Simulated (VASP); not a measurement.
Set up this calculation in VASP 6.6.1, as the native input.

```yaml
Task: single point
Functional: BLYP
Potentials_or_basis: VASP PAW PBE potentials, release 64 (Lu)
Cutoff: 520 eV
k_mesh: 8 × 8 × 8
Occupations: fermi-dirac, width 0.1 eV
Spin: no spin polarisation
Dipole_correction: no
Further_INCAR_settings: ALGO = Normal; EDIFF = 1e-06; NBANDS = 32
```

The structure of Lu lies in POSCAR:

```
Lu
1.0
    0.0000000000      3.6492707641      3.6492707641
    3.6492707641      0.0000000000      3.6492707641
    3.6492707641      3.6492707641      0.0000000000
Lu
2
Direct
    0.1250000000      0.1250000000      0.1250000000
    0.8750000000      0.8750000000      0.8750000000
```

This isn't the form of Lu at room conditions, which is hcp.

These files were run (other wordings do the same):

INCAR

```
SYSTEM = Lu
AGGAC = 1.0 ; AGGAX = 1.0
ALDAC = 0.0 ; ALDAX = 1.0
ALGO = Normal ; EDIFF = 1E-6
ENCUT = 520 ; GGA = B5
ISIF = 2 ; ISMEAR = -1
LASPH = .TRUE. ; LCHARG = .FALSE.
LREAL = .FALSE. ; LWAVE = .FALSE.
NBANDS = 32 ; NELM = 100
PREC = Accurate ; SIGMA = 0.1
```

KPOINTS

```
k-points
0
G
  8 8 8
  0 0 0
```

Potentials or basis: VASP PAW PBE potentials, release 64 (Lu).

Run with:

```console
$ cat potpaw_PBE.64/Lu/POTCAR > POTCAR
$ mpirun -np 1 vasp_std > vasp.out
```

It gave:

* Pressure: 1.6 GPa
* Band gap on the k mesh: zero (bands 25 and 26 overlap by 1.09 eV)

Caveat: the PAW data sets were made with another functional, which shifts forces and pressure a little; spin-orbit coupling is left out, which moves the levels of the heavy elements.

Wall time 120 s on 1 thread of AMD EPYC 7R13 Processor (Zen 3), with other jobs on the host, peak memory 0.25 GiB.
